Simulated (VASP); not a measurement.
# Al4Co3Ni (P4/mmm) in VASP: a series of runs

Runs on Al4Co3Ni. Level: PBE. Tasks: single point.

Program: VASP 6.6.1. These are calculated values, not measurements. Logs are shortened: lines on timing, memory, paths and dates and some standing lists are left out, and cuts for length are marked.

**1. The cell of the first run**

Symmetry: P4/mmm, No. 123, tetragonal system. The conventional cell has a = 4.064 Å, b = 4.064 Å, c = 5.700 Å, α = 90.00°, β = 90.00°, γ = 90.00°. Al (site symmetry 2mm) has 6 Co at 2.47 to 2.49 Å and 2 Ni at 2.49 Å and 6 Al at 2.82 to 2.88 Å within 3.3 Å. Within 3.3 Å of Co (site symmetry 4/mmm) lie 8 Al at 2.47 Å and 6 Co at 2.85 to 2.87 Å. Co (site symmetry 4/mmm) has 8 Al at 2.49 Å and 2 Co at 2.85 Å and 4 Ni at 2.87 Å within 3.3 Å. Co (site symmetry 4/mmm) has 8 Al at 2.47 Å and 2 Ni at 2.85 Å and 4 Co at 2.87 Å within 3.3 Å. Ni (site symmetry 4/mmm) has 8 Al at 2.49 Å and 6 Co at 2.85 to 2.87 Å within 3.3 Å.

**2. Single point, PBE, collinear spin, ferromagnetic start**

INCAR reads:

```
SYSTEM = Al4Co3Ni
PREC = Accurate ; ENCUT = 600
EDIFF = 1E-6 ; ISMEAR = 0
SIGMA = 0.1 ; LREAL = .False.
LASPH = .True. ; NELM = 200
ALGO = Normal ; ISIF = 2
LWAVE = .False. ; LCHARG = .True.
ISPIN = 2 ; MAGMOM = 0 0 0 0 3 3 3 2
LORBIT = 11 ; LMAXMIX = 4
GGA = PE ; LELF = .True.
LVHAR = .True. ; NBANDS = 38
GGA_COMPAT = .False.
```

KPOINTS reads:

```
regular mesh
0
Gamma
  4 4 4
  0 0 0
```

POSCAR reads:

```
Al4Co3Ni
1.0
    4.0644420057      0.0000000000      0.0000000000
    0.0000000000      4.0644420057      0.0000000000
    0.0000000000      0.0000000000      5.7002439062
Al Co Ni
4 3 1
Direct
    0.0000000000      0.5000000000      0.7527532379
    0.0000000000      0.5000000000      0.2472467621
    0.5000000000      0.0000000000      0.7527532379
    0.5000000000      0.0000000000      0.2472467621
    0.0000000000      0.0000000000      0.0000000000
    0.0000000000      0.0000000000      0.5000000000
    0.5000000000      0.5000000000      0.0000000000
    0.5000000000      0.5000000000      0.5000000000
```

Potentials or basis: VASP PAW PBE potentials, release 64 (Al, Co, Ni).

Launch:

```console
$ cat potpaw_PBE.64/Al/POTCAR potpaw_PBE.64/Co/POTCAR potpaw_PBE.64/Ni/POTCAR > POTCAR
$ mpirun -np 1 vasp_std > vasp.out
```

OUTCAR:

```text
SYSTEM = Al4Co3Ni
   PREC = Accurate
   ENCUT = 600
   EDIFF = 1E-6
   ISMEAR = 0
   LREAL = .False.
   LASPH = .True.
   NELM = 200
   ISIF = 2
   ISPIN = 2
   LORBIT = 11
   GGA = PE

 ion  position               nearest neighbor table
   1  0.000  0.500  0.753-   5 2.47   7 2.47   5 2.47   7 2.47   6 2.49   6 2.49   8 2.49   8 2.49
                             2 2.82   3 2.87   3 2.87   3 2.87   3 2.87   2 2.88
   2  0.000  0.500  0.247-   5 2.47   7 2.47   5 2.47   7 2.47   6 2.49   6 2.49   8 2.49   8 2.49
                             1 2.82   4 2.87   4 2.87   4 2.87   4 2.87   1 2.88
   3  0.500  0.000  0.753-   5 2.47   7 2.47   7 2.47   5 2.47   6 2.49   8 2.49   8 2.49   6 2.49
                             4 2.82   1 2.87   1 2.87   1 2.87   1 2.87   4 2.88
   4  0.500  0.000  0.247-   5 2.47   7 2.47   7 2.47   5 2.47   6 2.49   8 2.49   8 2.49   6 2.49
                             3 2.82   2 2.87   2 2.87   2 2.87   2 2.87   3 2.88
   5  0.000  0.000  0.000-   1 2.47   2 2.47   3 2.47   4 2.47   1 2.47   2 2.47   3 2.47   4 2.47
                             6 2.85   6 2.85   7 2.87   7 2.87   7 2.87   7 2.87
   6  0.000  0.000  0.500-   1 2.49   2 2.49   3 2.49   4 2.49   1 2.49   2 2.49   3 2.49   4 2.49
                             5 2.85   5 2.85   8 2.87   8 2.87   8 2.87   8 2.87
   7  0.500  0.500  0.000-   1 2.47   2 2.47   3 2.47   4 2.47   3 2.47   4 2.47   1 2.47   2 2.47
                             8 2.85   8 2.85   5 2.87   5 2.87   5 2.87   5 2.87
   8  0.500  0.500  0.500-   1 2.49   2 2.49   3 2.49   4 2.49   3 2.49   4 2.49   1 2.49   2 2.49
                             7 2.85   7 2.85   6 2.87   6 2.87   6 2.87   6 2.87

  LATTYP: Found a simple tetragonal cell.
 ALAT       =     4.0644420057
 C/A-ratio  =     1.4024665374

  Lattice vectors:

 A1 = (   4.0644420057,   0.0000000000,   0.0000000000)
 A2 = (   0.0000000000,   4.0644420057,   0.0000000000)
 A3 = (   0.0000000000,   0.0000000000,   5.7002439062)

Analysis of symmetry for initial positions (statically):
=====================================================================
 Subroutine PRICEL returns:
 Original cell was already a primitive cell.

 Routine SETGRP: Setting up the symmetry group for a
 simple tetragonal supercell.

 Subroutine GETGRP returns: Found 16 space group operations
 (whereof 16 operations were pure point group operations)
 out of a pool of 16 trial point group operations.

The static configuration has the point symmetry D_4h.

Analysis of symmetry for dynamics (positions and initial velocities):
=====================================================================
 Subroutine PRICEL returns:
 Original cell was already a primitive cell.

 Routine SETGRP: Setting up the symmetry group for a
 simple tetragonal supercell.
[... 170 lines left out ...]
  free energy    TOTEN  =       -46.35224602 eV

  energy without entropy =      -46.32823271  energy(sigma->0) =      -46.34023937

 E-fermi :  10.3215     XC(G=0): -12.1677

 val. band max:       10.3172943922   @ k =   0.5000   0.5000   0.5000
 cond. band min:      10.3273479566   @ k =   0.5000   0.0000   0.0000
 fundamental gap:      0.0100535644
 Fermi energy:        10.3215263572

 spin component 1

 k-point     1 :       0.0000    0.0000    0.0000
  band No.  band energies     occupation
      1      -0.7042      1.00000
      2       3.5950      1.00000
      3       3.7180      1.00000
      4       5.0492      1.00000
      5       6.3353      1.00000
      6       6.3353      1.00000
[... 691 lines left out ...]
     35      15.8838      0.00000
     36      15.8932      0.00000
 Fermi energy:        10.3215263572

 spin component 2

 k-point     1 :       0.0000    0.0000    0.0000
  band No.  band energies     occupation
      1      -0.7220      1.00000
      2       3.5700      1.00000
      3       3.7330      1.00000
      4       5.0745      1.00000
      5       6.3852      1.00000
      6       6.3852      1.00000
[... 691 lines left out ...]
     35      15.9187      0.00000
     36      15.9861      0.00000
 [bands above 36 left out]

------------------------ aborting loop because EDIFF is reached ----------------------------------------

  FORCE on cell =-STRESS in cart. coord.  units (eV):
  Direction    XX          YY          ZZ          XY          YZ          ZX
  --------------------------------------------------------------------------------------
  -------------------------------------------------------------------------------------
  Total       -0.0725699     -0.0725699     -0.1255353      0.0000000     -0.0000000      0.0000000
  in kB       -1.2347294     -1.2347294     -2.1359011      0.0000000     -0.0000000      0.0000000
  external PRESSURE =      -1.5351200 kB  Pullay stress =       0.0000000 kB

 VOLUME and BASIS-vectors are now :
 -----------------------------------------------------------------------------
  energy-cutoff  :      600.00
  volume of cell :       94.17
      direct lattice vectors                 reciprocal lattice vectors
     4.064442006  0.000000000  0.000000000     0.246036233  0.000000000  0.000000000
     0.000000000  4.064442006  0.000000000     0.000000000  0.246036233  0.000000000
     0.000000000  0.000000000  5.700243906     0.000000000  0.000000000  0.175431090

 POSITION                                       TOTAL-FORCE (eV/Angst)
 -----------------------------------------------------------------------------------
      0.00000      2.03222      4.29088         0.000000      0.000000     -0.006435
      0.00000      2.03222      1.40937        -0.000000      0.000000      0.006435
      2.03222      0.00000      4.29088        -0.000000     -0.000000     -0.006435
      2.03222      0.00000      1.40937         0.000000     -0.000000      0.006435
      0.00000      0.00000      0.00000        -0.000000      0.000000      0.000000
      0.00000      0.00000      2.85012        -0.000000      0.000000      0.000000
      2.03222      2.03222      0.00000        -0.000000      0.000000      0.000000
      2.03222      2.03222      2.85012        -0.000000      0.000000      0.000000
 -----------------------------------------------------------------------------------
    total drift:                                0.000000     -0.000000     -0.000000

  FREE ENERGIE OF THE ION-ELECTRON SYSTEM (eV)
  ---------------------------------------------------
  free  energy   TOTEN  =       -46.3522460213 eV

  energy  without entropy=      -46.3282327097  energy(sigma->0) =      -46.34023937

 total charge

# of ion       s       p       d       tot
------------------------------------------
    1        0.391   0.421   0.000   0.812
    2        0.391   0.421   0.000   0.812
    3        0.391   0.421   0.000   0.812
    4        0.391   0.421   0.000   0.812
    5        0.432   0.508   7.493   8.433
    6        0.433   0.469   7.513   8.416
    7        0.439   0.491   7.514   8.443
    8        0.475   0.529   8.454   9.457
--------------------------------------------------
tot          3.343   3.680  30.974  37.997

 magnetization (x)

# of ion       s       p       d       tot
------------------------------------------
    1       -0.002  -0.003   0.000  -0.005
    2       -0.002  -0.003   0.000  -0.005
    3       -0.002  -0.003   0.000  -0.005
    4       -0.002  -0.003   0.000  -0.005
    5        0.003  -0.009   0.364   0.358
    6        0.002   0.001   0.141   0.144
    7        0.005  -0.008   0.330   0.327
    8        0.002  -0.003   0.034   0.033
--------------------------------------------------
tot          0.006  -0.030   0.868   0.844
```

stdout:

```text
POSCAR found type information on POSCAR AlCoNi
 POSCAR found :  3 types and       8 ions
 scaLAPACK will be used
 LDA part: xc-table for (Slater+PW92), standard interpolation
 POSCAR, INCAR and KPOINTS ok, starting setup
 FFT: planning ... GRIDC
 FFT: planning ... GRID_SOFT
 FFT: planning ... GRID
 WAVECAR not read
 entering main loop
```

Wall time 4.7 min (1 thread of Oxide Virtual Turin-like, shared host); peak memory 0.29 GiB.

Results:

```yaml
Free_energy: -46.3522 eV
Pressure: -0.2 GPa
Largest_force: 0.006 eV/Å
Net_moment: 0.76 μB per cell
Site_moments: Al -0.01; Co +0.36, +0.14, +0.33; Ni +0.03 μB
Valence_electrons_inside_the_program's_atomic_spheres: Al 0.81; Co 8.43, 8.42, 8.44; Ni 9.46
```

Forces on the atoms (eV/Å):
```
Al   0.000  0.000 -0.006
Al   0.000  0.000  0.006
Al   0.000  0.000 -0.006
Al   0.000  0.000  0.006
Co   0.000  0.000  0.000
Co   0.000  0.000  0.000
Co   0.000  0.000  0.000
Ni   0.000  0.000  0.000
```

Levels at points of the mesh, in eV from the Fermi level:
Spin up:
```tsv
k point	band 23	band 24	band 25	band 26	band 27	band 28
(0.00, 0.00, 0.00)	-0.62	-0.54	-0.08	2.04	2.29	2.29
(0.50, 0.00, 0.00)	-0.83	-0.71	-0.24	0.12	1.31	1.48
(0.50, 0.50, 0.00)	-0.92	-0.92	-0.65	-0.56	-0.29	-0.09
(0.00, 0.00, 0.50)	0.01	0.01	0.09	0.09	1.27	1.40
(0.50, 0.00, 0.50)	-1.55	-1.54	2.50	2.59	2.61	2.78
(0.50, 0.50, 0.50)	-1.21	-1.21	-0.49	-0.18	-0.17	-0.15
```
Spin down:
```csv
k point,band 21,band 22,band 23,band 24,band 25,band 26,band 27,band 28
"(0.00, 0.00, 0.00)",-0.67,-0.47,-0.32,0.13,0.33,2.22,2.28,2.28
"(0.50, 0.00, 0.00)",-1.13,-1.02,-0.70,-0.63,0.01,0.50,1.49,1.68
"(0.50, 0.50, 0.00)",-1.43,-1.34,-0.74,-0.74,-0.39,-0.31,0.26,0.35
"(0.00, 0.00, 0.50)",-0.47,0.01,0.01,0.13,0.19,0.19,1.33,1.65
"(0.50, 0.00, 0.50)",-1.37,-1.36,-1.36,-1.32,2.52,2.67,2.76,2.87
"(0.50, 0.50, 0.50)",-1.34,-1.34,-1.00,-1.00,-0.31,0.00,0.38,0.42
```

Caveat: the k points lie up to 0.39 Å⁻¹ apart.

**3. Single point, PBE, collinear spin, ferromagnetic start**

This run uses another cell than the first one, of 12.99 Å³/atom.

INCAR reads:

```
SYSTEM = Al4Co3Ni
  PREC = Accurate
  ENCUT = 600
  EDIFF = 1E-6
  ISMEAR = 0
  SIGMA = 0.1
  LREAL = .FALSE.
  LASPH = .TRUE.
  NELM = 200
  ALGO = Normal
  ISIF = 2
  LWAVE = .FALSE.
  LCHARG = .FALSE.
  ISPIN = 2
  MAGMOM = 0 0 0 0 3 3 3 2
  LORBIT = 11
  LMAXMIX = 4
  GGA = PE
  NBANDS = 38
  GGA_COMPAT = .FALSE.
```

KPOINTS reads:

```
regular mesh
0
G
  4 4 4
  0 0 0
```

POSCAR reads:

```
Al4Co3Ni
1.0
    4.1884912800      0.0000000000      0.0000000000
    0.0000000000      4.1884912800      0.0000000000
    0.0000000000      0.0000000000      5.9234211700
Al Co Ni
4 3 1
Direct
    0.0000000000      0.5000000000      0.7500000000
    0.0000000000      0.5000000000      0.2500000000
    0.5000000000      0.0000000000      0.7500000000
    0.5000000000      0.0000000000      0.2500000000
    0.0000000000      0.0000000000      0.0000000000
    0.0000000000      0.0000000000      0.5000000000
    0.5000000000      0.5000000000      0.0000000000
    0.5000000000      0.5000000000      0.5000000000
```

Potentials or basis: VASP PAW PBE potentials, release 64 (Al, Co, Ni).

Launch:

```console
$ cat potpaw_PBE.64/Al/POTCAR potpaw_PBE.64/Co/POTCAR potpaw_PBE.64/Ni/POTCAR > POTCAR
$ mpirun -np 1 vasp_std > vasp.out
```

OUTCAR:

```text
SYSTEM = Al4Co3Ni
   PREC = Accurate
   ENCUT = 600
   EDIFF = 1E-6
   ISMEAR = 0
   LREAL = .FALSE.
   LASPH = .TRUE.
   NELM = 200
   ISIF = 2
   ISPIN = 2
   LORBIT = 11
   GGA = PE

 ion  position               nearest neighbor table
   1  0.000  0.500  0.750-   5 2.56   6 2.56   7 2.56   8 2.56   5 2.56   6 2.56   7 2.56   8 2.56
                             2 2.96   2 2.96   3 2.96   3 2.96   3 2.96   3 2.96
   2  0.000  0.500  0.250-   5 2.56   6 2.56   7 2.56   8 2.56   5 2.56   6 2.56   7 2.56   8 2.56
                             1 2.96   1 2.96   4 2.96   4 2.96   4 2.96   4 2.96
   3  0.500  0.000  0.750-   5 2.56   6 2.56   7 2.56   8 2.56   7 2.56   8 2.56   5 2.56   6 2.56
                             4 2.96   4 2.96   1 2.96   1 2.96   1 2.96   1 2.96
   4  0.500  0.000  0.250-   5 2.56   6 2.56   7 2.56   8 2.56   7 2.56   8 2.56   5 2.56   6 2.56
                             3 2.96   3 2.96   2 2.96   2 2.96   2 2.96   2 2.96
   5  0.000  0.000  0.000-   1 2.56   2 2.56   3 2.56   4 2.56   1 2.56   2 2.56   3 2.56   4 2.56
                             6 2.96   6 2.96   7 2.96   7 2.96   7 2.96   7 2.96
   6  0.000  0.000  0.500-   1 2.56   2 2.56   3 2.56   4 2.56   1 2.56   2 2.56   3 2.56   4 2.56
[... 1659 lines left out ...]
    total drift:                                0.000000      0.000000      0.000000

  FREE ENERGIE OF THE ION-ELECTRON SYSTEM (eV)
  ---------------------------------------------------
  free  energy   TOTEN  =       -45.8860458265 eV

  energy  without entropy=      -45.8592862700  energy(sigma->0) =      -45.87266605

 total charge

# of ion       s       p       d       tot
------------------------------------------
    1        0.382   0.380   0.000   0.763
    2        0.382   0.380   0.000   0.763
    3        0.382   0.380   0.000   0.763
    4        0.382   0.380   0.000   0.763
    5        0.395   0.424   7.429   8.247
    6        0.403   0.406   7.452   8.260
    7        0.401   0.408   7.450   8.259
    8        0.440   0.454   8.420   9.314
--------------------------------------------------
tot          3.169   3.212  30.750  37.131

 magnetization (x)

# of ion       s       p       d       tot
------------------------------------------
    1       -0.002  -0.004   0.000  -0.006
    2       -0.002  -0.004   0.000  -0.006
    3       -0.002  -0.004   0.000  -0.006
    4       -0.002  -0.004   0.000  -0.006
    5        0.003  -0.010   0.451   0.444
    6        0.008   0.001   0.375   0.383
    7        0.004  -0.007   0.295   0.291
    8        0.002  -0.006   0.073   0.069
--------------------------------------------------
tot          0.009  -0.040   1.194   1.163
```

OSZICAR:

```text
N       E                     dE             d eps       ncg     rms          rms(c)
DAV:   1     0.323371799388E+03    0.32337E+03   -0.22105E+04  2736   0.156E+03
DAV:   2    -0.266152584567E+02   -0.34999E+03   -0.33117E+03  2736   0.327E+02
DAV:   3    -0.495372748970E+02   -0.22922E+02   -0.21319E+02  3012   0.103E+02
[... 17 lines left out ...]
DAV:  21    -0.458860410832E+02   -0.18227E-05   -0.55513E-06  2778   0.339E-02    0.781E-03
DAV:  22    -0.458860428781E+02   -0.17949E-05   -0.79081E-06  3400   0.357E-02    0.633E-03
DAV:  23    -0.458860445851E+02   -0.17070E-05   -0.10856E-05  3872   0.434E-02    0.430E-03
DAV:  24    -0.458860455103E+02   -0.92530E-06   -0.10768E-05  3526   0.425E-02    0.243E-03
DAV:  25    -0.458860458265E+02   -0.31614E-06   -0.45677E-06  2498   0.264E-02
   1 F= -.45886046E+02 E0= -.45872666E+02  d E =-.267596E-01  mag=     1.0328
```

Wall time 6.9 min (1 thread of Oxide Virtual Turin-like, shared host); peak memory 0.33 GiB.

Results:

* Free energy: -45.8860 eV
* Pressure: -13.6 GPa
* Largest force: 0.236 eV/Å
* Band gap on the k mesh: zero (filled and empty bands overlap)
* Net moment: 1.03 μB per cell
* Site moments: Al -0.01; Co +0.44, +0.38, +0.29; Ni +0.07 μB
* Valence electrons inside the program's atomic spheres: Al 0.76; Co 8.25, 8.26 (each value once); Ni 9.31

Forces on the atoms (eV/Å):
```
Al   0.000  0.000  0.236
Al   0.000  0.000 -0.236
Al   0.000  0.000  0.236
Al   0.000  0.000 -0.236
Co   0.000  0.000  0.000
Co   0.000  0.000  0.000
Co   0.000  0.000  0.000
Ni   0.000  0.000  0.000
```

Levels at points of the mesh, in eV from the Fermi level:
Spin up:
| k point | band 23 | band 24 | band 25 | band 26 | band 27 | band 28 |
| --- | --- | --- | --- | --- | --- | --- |
| (0.00, 0.00, 0.00) | -0.59 | -0.46 | -0.23 | 1.82 | 2.32 | 2.33 |
| (0.50, 0.00, 0.00) | -0.69 | -0.65 | -0.25 | -0.07 | 1.22 | 1.32 |
| (0.50, 0.50, 0.00) | -0.82 | -0.82 | -0.65 | -0.64 | -0.29 | -0.14 |
| (0.00, 0.00, 0.50) | 0.10 | 0.10 | 0.11 | 0.11 | 0.96 | 1.15 |
| (0.50, 0.00, 0.50) | -1.41 | -1.35 | 2.27 | 2.37 | 2.44 | 2.50 |
| (0.50, 0.50, 0.50) | -1.00 | -1.00 | -0.58 | -0.33 | -0.15 | -0.14 |
Spin down:
```
           k point  band 22  band 23  band 24  band 25  band 26  band 27
(0.00, 0.00, 0.00)    -0.29    -0.27     0.24     0.39     2.06     2.31
(0.50, 0.00, 0.00)    -0.82    -0.57    -0.48    -0.02     0.54     1.40
(0.50, 0.50, 0.00)    -1.09    -0.59    -0.59    -0.29    -0.16     0.34
(0.00, 0.00, 0.50)     0.14     0.14     0.21     0.21     0.24     1.11
(0.50, 0.00, 0.50)    -1.08    -1.07    -1.06     2.30     2.46     2.63
(0.50, 0.50, 0.50)    -1.13    -0.78    -0.78    -0.18     0.11     0.43
```

Caveat: the k points lie up to 0.38 Å⁻¹ apart, too coarse for converged energies and pressures of a metal.

The gap in the log of VASP goes by the Fermi energy; the results here count the filled bands.